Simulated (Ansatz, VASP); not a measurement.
## Two plane-wave programs on Sc

```xyz
2
Lattice="3.3584 0.0000 0.0000 -1.6792 2.9085 0.0000 0.0000 0.0000 5.1890" Properties=species:S:1:pos:R:3 pbc="T T T"
Sc    0.0000    1.9390    1.2972
Sc    1.6792    0.9695    3.8917
```

Change from the starting cell: strain +0.015 along x and y, -0.015 along z, atoms carried along.

Alike in both runs: task single point; functional PBE; k mesh 18 × 18 × 10; occupations gaussian, width 0.15 eV; no spin polarisation.

```csv
,VASP,Ansatz
version,VASP 6.6.1,Ansatz 0.2.0
potentials or method,"VASP PAW PBE potentials, release 64 (Sc_sv), cutoff 520 eV","scalar-relativistic, plane waves, PAW"
valence electrons in the cell,22,22
```

```tsv
	VASP	Ansatz	Ansatz less VASP
gap on the k mesh at the Fermi level (eV)	none	none	-
pressure (GPa)	-1.4	-1.4	-0.05
traceless stress, the component that is largest in VASP (GPa)	0.43	0.42	-0.003
```

A gap of «none» marks a metal or a gap that the smearing closes.
